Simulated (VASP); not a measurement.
Wanted: the native input for a VASP 6.6.1 run.

```
Task                   : single point
Functional             : PBE
Potentials or basis    : VASP PAW PBE potentials, release 64 (Mo_sv, S)
Cutoff                 : 520 eV
k mesh                 : 3 × 3 × 1
Occupations            : methfessel-paxton, width 0.15 eV
Spin                   : no spin polarisation
Dipole correction      : no
Further INCAR settings : ALGO = Normal; EDIFF = 1e-07; NBANDS = 35
```

The structure of MoS2 lies in POSCAR:

```
MoS2
1.0
    3.1690000000      0.0000000000      0.0000000000
   -1.5845000000      2.7444345000      0.0000000000
    0.0000000000      0.0000000000     12.3240000000
Mo S
2 4
Direct
    0.3333333333      0.6666666667      0.2500000000
    0.6666666667      0.3333333333      0.7500000000
    0.3333333333      0.6666666667      0.6230000000
    0.6666666667      0.3333333333      0.1230000000
    0.3333333333      0.6666666667      0.8770000000
    0.6666666667      0.3333333333      0.3770000000
```

The input as run:

INCAR

```
SYSTEM = MoS2
  PREC = Accurate
  ENCUT = 520
  EDIFF = 1E-7
  ISMEAR = 1
  SIGMA = 0.15
  LREAL = .False.
  LASPH = .True.
  NELM = 60
  ALGO = Normal
  ISIF = 2
  LWAVE = .False.
  LCHARG = .False.
  GGA = PE
  NBANDS = 35
```

KPOINTS

```
regular mesh
0
Gamma
  3 3 1
  0 0 0
```

Potentials or basis: VASP PAW PBE potentials, release 64 (Mo_sv, S).

Run with:

```console
$ cat potpaw_PBE.64/Mo_sv/POTCAR potpaw_PBE.64/S/POTCAR > POTCAR
$ mpirun -np 1 vasp_std > vasp.out
```

Results of the run:

```json
{"Pressure": "1.9 GPa", "Largest force": "0.300 eV/Å", "Band gap on the k mesh": "1.11 eV, indirect (least direct gap 1.63 eV)"}
```

Caveat: the k points lie up to 0.76 Å⁻¹ apart; this functional lacks dispersion, which binds the layers, so the pressure and a relaxed spacing across them are unreliable.

It took 8.9 s on 1 thread of Intel(R) Xeon(R) 6975P-C (Granite Rapids), with other jobs on the host, peak memory 0.21 GiB.
